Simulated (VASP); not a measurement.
A run of VASP 6.6.1:

INCAR

```
PREC = Accurate
ENCUT = 520
EDIFF = 1E-6
ISMEAR = -1
SIGMA = 0.1
LREAL = False
LASPH = True
NELM = 80
ALGO = Normal
ISIF = 2
LWAVE = False
LCHARG = False
GGA = PS
NBANDS = 16
```

File KPOINTS:

```
regular mesh
0
Gamma
  9 9 9
```

POSCAR

```
InSb
1.0
    0.0000000000      3.2604979325      3.2604979325
    3.2604979325      0.0000000000      3.2604979325
    3.2604979325      3.2604979325      0.0000000000
In Sb
1 1
Direct
    0.0000000000      0.0000000000      0.0000000000
    0.2500000000      0.2500000000      0.2500000000
```

Potentials or basis: VASP PAW PBE potentials, release 64 (In_d, Sb).

Command:

```console
$ cat potpaw_PBE.64/In_d/POTCAR potpaw_PBE.64/Sb/POTCAR > POTCAR
$ mpirun -np 1 vasp_std > vasp.out
```

Hardware: 1 thread of AMD EPYC 7R13, with other jobs on the host.

Task: How long does it take, and how much memory?

Result: Run time: 98 s on 1 thread of AMD EPYC 7R13, with other jobs on the host, peak memory 0.19 GiB. Counts: scf iterations 12, k points 35.
